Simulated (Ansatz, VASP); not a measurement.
# One calculation of Cu2SnRuSe4, two programs

The input POSCAR:

```
Cu2SnRuSe4
1.0
    0.0000000000      5.6982960000      0.0000000000
    5.6982960000      0.0000000000      0.0000000000
    2.8491480000      2.8491480000     -5.6971340000
Sn Ru Se Cu
1 1 4 2
Direct
    0.5000000000      0.5000000000      0.0000000000
    0.0000000000      0.0000000000      0.0000000000
    0.3753000000      0.3753000000      0.7336000000
    0.6247000000      0.1089000000      0.2664000000
    0.8911000000      0.8911000000      0.7336000000
    0.1089000000      0.6247000000      0.2664000000
    0.7500000000      0.2500000000      0.5000000000
    0.2500000000      0.7500000000      0.5000000000
```

Contents of INCAR.step1:

```
PREC     = Accurate       # precision mode
ENCUT    = 660            # plane-wave cutoff, eV
ISMEAR   = 0              # smearing method
SIGMA    = 0.0692         # smearing width, eV
LREAL    = False          # projectors in reciprocal space
LASPH    = True           # aspherical terms in the spheres
NELM     = 120            # most SCF steps
NBANDS   = 47             # bands
GGA      = PE             # functional
ALGO     = Normal         # electronic algorithm
EDIFF    = 1E-5           # SCF threshold, eV
LWAVE    = True           # write WAVECAR
LCHARG   = False          # write CHGCAR
GGA_COMPAT= False
```

INCAR.step2

```
PREC     = Accurate       # precision mode
ENCUT    = 660            # plane-wave cutoff, eV
EDIFF    = 1E-6           # SCF threshold, eV
ISMEAR   = 0              # smearing method
SIGMA    = 0.0692         # smearing width, eV
LREAL    = False          # projectors in reciprocal space
LASPH    = True           # aspherical terms in the spheres
NELM     = 120            # most SCF steps
ALGO     = Normal         # electronic algorithm
ISIF     = 2              # what is computed and relaxed
LWAVE    = False          # write WAVECAR
LCHARG   = False          # write CHGCAR
METAGGA  = R2SCAN         # meta-GGA
LMIXTAU  = True         
NBANDS   = 47             # bands
ISTART   = 1            
GGA_COMPAT= False
```

KPOINTS

```
Automatic mesh
0
Gamma
  5 5 5
```

Input for Ansatz:

```yaml
crystal:
  lattice:
    - [0.0, 5.698296, 0.0]
    - [5.698296, 0.0, 0.0]
    - [2.849148, 2.849148, -5.697134]
  atoms:
    - { symbol: Sn, position: [0.5, 0.5, 0.0] }
    - { symbol: Ru, position: [0.0, 0.0, 0.0] }
    - { symbol: Se, position: [0.3753, 0.3753, 0.7336] }
    - { symbol: Se, position: [0.6247, 0.1089, 0.2664] }
    - { symbol: Se, position: [0.8911, 0.8911, 0.7336] }
    - { symbol: Se, position: [0.1089, 0.6247, 0.2664] }
    - { symbol: Cu, position: [0.75, 0.25, 0.5] }
    - { symbol: Cu, position: [0.25, 0.75, 0.5] }
  symmetry: { tolerance: 0.0003 }
kpoints:
  mp_grid: { grid: [5, 5, 5], shift: [0, 0, 0] }
  band_path:
    path:
      - [0.0, 0.0, 0.0]
      - [0.5, 0.5, 0.5]
      - [0.5, 0.5, 0.25]
      - [0.0, 0.5, 0.0]
      - [0.0, 0.0, 0.0]
      - [0.0, 0.0, -0.5]
      - [0.0, 0.374949, -0.3125255]
      - [0.0, 0.625051, 0.3125255]
      - [0.0, 0.0, 0.0]
      - [0.5, 0.5, 0.5]
      - [0.374949, 0.625051, 0.5]
    npoints: 6
magnetization:
  spin_polarized: false
scf:
  occupations: { method: gaussian, width: 0.0692 }
  lower_state_search: "off"
  max_iter: 200
hamiltonian:
  pseudopotentials: { kind: paw }
  xc: r2scan
basis:
  ecutwfc: 500
  fft_grid_basis: typed
output:
  forces: true
  stress: true
  eigenvalues: true
  bader: true
  populations: true
  elf: true
  write_potential: true
  volumetric_format: npy
  dos:
    e_range: [-12, 8]
    de: 0.05
    projected: { site_lists: { Cu: [Cu], Ru: [Ru], Se: [Se], Sn: [Sn] } }
checkpoint:
  read: saved_state
```

Alike in both runs: task single point; functional r2SCAN; k mesh 5 × 5 × 5; occupations gaussian, width 0.0692 eV; no spin polarisation.

|  | VASP | Ansatz |
| --- | --- | --- |
| version | VASP 6.6.1 | Ansatz 0.2.0 |
| potentials or method | VASP PAW PBE potentials, release 64 (Sn_d, Ru_pv, Se, Cu), cutoff 660 eV | PAW plane waves |
| valence electrons in the cell | 74 | 132 |

```csv
,VASP,Ansatz,Ansatz less VASP
pressure (GPa),-0.7,-0.8,-0.07
"traceless stress, the component that is largest in VASP (GPa)",-1.00,-1.00,+0.005
rms of the force components (eV/Å),0.413,0.412,-0.0004
```

VASP's potentials were made for PBE, not for r2SCAN. Atom by atom the forces differ by 0.003 eV/Å (rms over components). VASP's potentials hold 74 valence electrons a cell and Ansatz's 132, so a difference there can come from the potentials and not from the codes.
